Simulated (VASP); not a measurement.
A run of VASP 6.6.1 is set up as follows.

Contents of POSCAR:

```
BaZrO3
1.0
    4.2053551806      0.0000000000      0.0000000000
    0.0000000000      4.2053551806      0.0000000000
    0.0000000000      0.0000000000      4.2053551806
Ba Zr O
1 1 3
Direct
    0.0000000000      0.0000000000      0.0000000000
    0.5000000000      0.5000000000      0.5000000000
    0.5000000000      0.5000000000      0.0000000000
    0.5000000000      0.0000000000      0.5000000000
    0.0000000000      0.5000000000      0.5000000000
```

The input INCAR.step1:

```
PREC     = Accurate       # precision mode
ENCUT    = 520            # plane-wave cutoff, eV
ISMEAR   = 0              # smearing method
SIGMA    = 0.01           # smearing width, eV
LREAL    = F              # projectors in reciprocal space
LASPH    = T              # aspherical terms in the spheres
NELM     = 100            # most SCF steps
NBANDS   = 28             # bands
GGA      = PE             # functional
ALGO     = Normal         # electronic algorithm
EDIFF    = 1E-4           # SCF threshold, eV
LWAVE    = T              # write WAVECAR
LCHARG   = F              # write CHGCAR
```

Contents of INCAR.step2:

```
PREC     = Accurate       # precision mode
ENCUT    = 520            # plane-wave cutoff, eV
EDIFF    = 1E-6           # SCF threshold, eV
ISMEAR   = 0              # smearing method
SIGMA    = 0.01           # smearing width, eV
LREAL    = F              # projectors in reciprocal space
LASPH    = T              # aspherical terms in the spheres
NELM     = 100            # most SCF steps
ALGO     = Normal         # electronic algorithm
ISIF     = 2              # what is computed and relaxed
LWAVE    = F              # write WAVECAR
LCHARG   = F              # write CHGCAR
METAGGA  = R2SCAN         # meta-GGA
LMIXTAU  = T            
NBANDS   = 28             # bands
ISTART   = 1
```

File KPOINTS:

```
Automatic mesh
0
Gamma
  6 6 6
```

Potentials or basis: VASP PAW PBE potentials, release 64 (Ba_sv, Zr_sv, O).

Launch:

```console
$ cat potpaw_PBE.64/Ba_sv/POTCAR potpaw_PBE.64/Zr_sv/POTCAR potpaw_PBE.64/O/POTCAR > POTCAR
$ cp INCAR.step1 INCAR
$ mpirun -np 1 vasp_std > vasp.out
$ cp INCAR.step2 INCAR
$ mpirun -np 1 vasp_std > vasp.out
```

(1) What does it give for the pressure?

(2) Estimate the band gap on the k mesh.

Answers

(1) 1.0 GPa.

(2) 3.68 eV, indirect (least direct gap 3.93 eV).

Caveat: the PAW data sets were made with another functional, which shifts forces and pressure a little; spin-orbit coupling is left out, which moves the levels of the heavy elements.
